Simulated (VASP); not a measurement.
# BeAg (Pm-3m) in VASP: notebook, part 2 of 2

VASP 6.6.1. Earlier steps stand in the parts before.

### 4 Relaxation of cell and atoms, PBE

This run uses another cell than the first one, of 12.81 Å³/atom.

INCAR reads:

```
ALGO = Fast
EDIFF = 1E-6
EDIFFG = -0.01
ENCUT = 600
GGA = PE
IBRION = 2
ISIF = 3
ISMEAR = 0
LASPH = True
LCHARG = False
LREAL = False
LWAVE = False
NELM = 80
NSW = 100
PREC = Accurate
SIGMA = 0.1
```

KPOINTS reads:

```
k-points
0
Gamma
  18 18 18
```

POSCAR reads:

```
BeAg
1.0
    2.9482854140      0.0000000000      0.0000000000
    0.0000000000      2.9482854140      0.0000000000
    0.0000000000      0.0000000000      2.9482854140
Be Ag
1 1
Direct
    0.0000000000      0.0000000000      0.0000000000
    0.5000000000      0.5000000000      0.5000000000
```

Potentials or basis: VASP PAW PBE potentials, release 64 (Be, Ag).

Launch:

```console
$ cat potpaw_PBE.64/Be/POTCAR potpaw_PBE.64/Ag/POTCAR > POTCAR
$ mpirun -np 1 vasp_std > vasp.out
```

OUTCAR:

```text
EDIFF = 1E-6
   EDIFFG = -0.01
   ENCUT = 600
   GGA = PE
   IBRION = 2
   ISIF = 3
   ISMEAR = 0
   LASPH = True
   LREAL = False
   NELM = 80
   NSW = 100
   PREC = Accurate

 ion  position               nearest neighbor table
   1  0.000  0.000  0.000-   2 2.55   2 2.55   2 2.55   2 2.55   2 2.55   2 2.55   2 2.55   2 2.55

   2  0.500  0.500  0.500-   1 2.55   1 2.55   1 2.55   1 2.55   1 2.55   1 2.55   1 2.55   1 2.55

  LATTYP: Found a simple cubic cell.
 ALAT       =     2.9482854140

  Lattice vectors:

 A1 = (   2.9482854140,   0.0000000000,   0.0000000000)
 A2 = (   0.0000000000,   2.9482854140,   0.0000000000)
 A3 = (   0.0000000000,   0.0000000000,   2.9482854140)

Analysis of symmetry for initial positions (statically):
=====================================================================
 Subroutine PRICEL returns:
 Original cell was already a primitive cell.

 Routine SETGRP: Setting up the symmetry group for a
 simple cubic supercell.

 Subroutine GETGRP returns: Found 48 space group operations
 (whereof 48 operations were pure point group operations)
 out of a pool of 48 trial point group operations.

The static configuration has the point symmetry O_h .

Analysis of symmetry for dynamics (positions and initial velocities):
=====================================================================
 Subroutine PRICEL returns:
 Original cell was already a primitive cell.

 Routine SETGRP: Setting up the symmetry group for a
 simple cubic supercell.

 Subroutine GETGRP returns: Found 48 space group operations
 (whereof 48 operations were pure point group operations)
 out of a pool of 48 trial point group operations.

The dynamic configuration has the point symmetry O_h .

 Subroutine INISYM returns: Found 48 space group operations
 (whereof 48 operations are pure point group operations),
 and found     1 'primitive' translations

----------------------------------------------------------------------------------------

                                     Primitive cell

[... 132 lines left out ...]

 number of electron      13.0000004 magnetization

 Free energy of the ion-electron system (eV)
  ---------------------------------------------------
  ext. energy  EPLUGINS =         0.00000000
  ---------------------------------------------------
  free energy    TOTEN  =        -6.17195913 eV

  energy without entropy =       -6.16879607  energy(sigma->0) =       -6.17037760

------------------------ aborting loop because EDIFF is reached ----------------------------------------

  FORCE on cell =-STRESS in cart. coord.  units (eV):
  Direction    XX          YY          ZZ          XY          YZ          ZX
  --------------------------------------------------------------------------------------
  -------------------------------------------------------------------------------------
  Total       -0.0448633     -0.0448633     -0.0448633     -0.0000000      0.0000000     -0.0000000
  in kB       -2.8047446     -2.8047446     -2.8047446     -0.0000000      0.0000000     -0.0000000
  external PRESSURE =      -2.8047446 kB  Pullay stress =       0.0000000 kB
[... 59 lines left out ...]
--------------------------------------- Ionic step        3  -------------------------------------------

 number of electron      13.0000004 magnetization

 Free energy of the ion-electron system (eV)
  ---------------------------------------------------
  ext. energy  EPLUGINS =         0.00000000
  ---------------------------------------------------
  free energy    TOTEN  =        -6.17199930 eV

  energy without entropy =       -6.16883711  energy(sigma->0) =       -6.17041820

 E-fermi :   8.2631     XC(G=0): -11.6624

 val. band max:        8.2600499955   @ k =   0.3333   0.2222   0.0000
 cond. band min:       8.2742953445   @ k =   0.3333   0.2778   0.0000
 fundamental gap:      0.0142453490
 Fermi energy:         8.2630844763

 k-point     1 :       0.0000    0.0000    0.0000
  band No.  band energies     occupation
      1      -1.1508      2.00000
      2       1.7265      2.00000
      3       1.7265      2.00000
      4       3.7448      2.00000
      5       3.7448      2.00000
      6       3.7448      2.00000
      7      12.8018      0.00000
      8      12.8018      0.00000
      9      12.8018      0.00000
     10      20.2661      0.00000
[... 287 lines left out ...]
 k-point    24 :       0.3333    0.1111    0.0000
  band No.  band energies     occupation
      1       0.6081      2.00000
      2       2.0217      2.00000
      3       2.4316      2.00000
      4       3.0717      2.00000
      5       3.1653      2.00000
      6       3.7133      2.00000
      7       7.9354      2.00000
      8      14.1552      0.00000
      9      15.4082      0.00000
     10      19.6449      0.00000

 [... further k-points ...]

------------------------ aborting loop because EDIFF is reached ----------------------------------------

  FORCE on cell =-STRESS in cart. coord.  units (eV):
  Direction    XX          YY          ZZ          XY          YZ          ZX
  --------------------------------------------------------------------------------------
  -------------------------------------------------------------------------------------
  Total        0.0013883      0.0013883      0.0013883      0.0000000     -0.0000000      0.0000000
  in kB        0.0869588      0.0869588      0.0869588      0.0000000     -0.0000000      0.0000000
  external PRESSURE =       0.0869588 kB  Pullay stress =       0.0000000 kB
[... 17 lines left out ...]
  FREE ENERGIE OF THE ION-ELECTRON SYSTEM (eV)
  ---------------------------------------------------
  free  energy   TOTEN  =        -6.1719992994 eV

  energy  without entropy=       -6.1688371088  energy(sigma->0) =       -6.17041820

 reached required accuracy - stopping structural energy minimisation
```

OSZICAR:

```text
N       E                     dE             d eps       ncg     rms          rms(c)
DAV:   1     0.582311842455E+02    0.58231E+02   -0.72380E+03  4416   0.133E+03
DAV:   2    -0.630648431930E+01   -0.64538E+02   -0.61244E+02  4548   0.237E+02
[... 18 lines left out ...]
   2 F= -.61719855E+01 E0= -.61704045E+01  d E =-.263333E-04
       N       E                     dE             d eps       ncg     rms          rms(c)
DAV:   1    -0.617230234283E+01   -0.31702E-03   -0.50240E-03  4774   0.911E-01    0.115E-01
RMM:   2    -0.617201186618E+01    0.29048E-03   -0.87906E-04  4400   0.314E-01    0.388E-02
RMM:   3    -0.617200455440E+01    0.73118E-05   -0.18416E-05  4398   0.414E-02    0.217E-02
RMM:   4    -0.617199927540E+01    0.52790E-05   -0.52776E-06  3612   0.189E-02    0.267E-03
RMM:   5    -0.617199929937E+01   -0.23969E-07   -0.39263E-07  2437   0.682E-03
   3 F= -.61719993E+01 E0= -.61704182E+01  d E =-.401712E-04
```

CONTCAR:

```text
BeAg
   1.00000000000000
     2.9463787867452864   -0.0000000000000000   -0.0000000000000000
    -0.0000000000000000    2.9463787867452864   -0.0000000000000000
     0.0000000000000000    0.0000000000000000    2.9463787867452864
  Be              Ag
     1     1
Direct
     0.0000000000000000    0.0000000000000000    0.0000000000000000
     0.5000000000000000    0.5000000000000000    0.5000000000000000

  0.00000000E+00  0.00000000E+00  0.00000000E+00
  0.00000000E+00  0.00000000E+00  0.00000000E+00
```

Wall time 84 s (1 thread of Intel Xeon 8259CL, shared host); peak memory 0.21 GiB.

Results:

* Free energy: -6.1720 eV
* Relaxed volume: 12.79 Å³/atom
* Relaxed cell: a = 2.946 Å, b = 2.946 Å, c = 2.946 Å, α = 90.00°, β = 90.00°, γ = 90.00°
* Space group after relaxing (to 0.1 Å): Pm-3m (No. 221)
* Energy gained by relaxing: 0.0 meV/atom
* Ionic steps: 3
* Pressure after relaxing: 0.0 GPa
* Band gap on the k mesh: zero (an odd number of electrons rules out a gap without spin polarisation)

Final structure:
```xyz
2
Lattice="2.9464 0.0000 0.0000 0.0000 2.9464 0.0000 0.0000 0.0000 2.9464" Properties=species:S:1:pos:R:3 pbc="T T T"
Be    0.0000    0.0000    0.0000
Ag    1.4732    1.4732    1.4732
```

### 5 Summary

```tsv
task	cell	k mesh	cutoff (eV)	gap on the mesh (eV)	pressure (GPa)	relaxed volume (Å³/atom)
relaxation of cell and atoms	relaxed from a = 3.032 Å, 2 atoms	6 × 6 × 6	600	none	0.0	12.79
single point	a = 2.947 Å, 2 atoms	18 × 18 × 18	520	none	-0.1	-
relaxation of cell and atoms	relaxed from a = 2.948 Å, 2 atoms	18 × 18 × 18	600	none	0.0	12.79
```

Alike in all rows: level PBE; potentials or basis VASP PAW PBE potentials, release 64 (Be, Ag); no spin polarisation; smearing gaussian 0.1 eV.

Absolute energies hang on the potentials; compare differences alone.
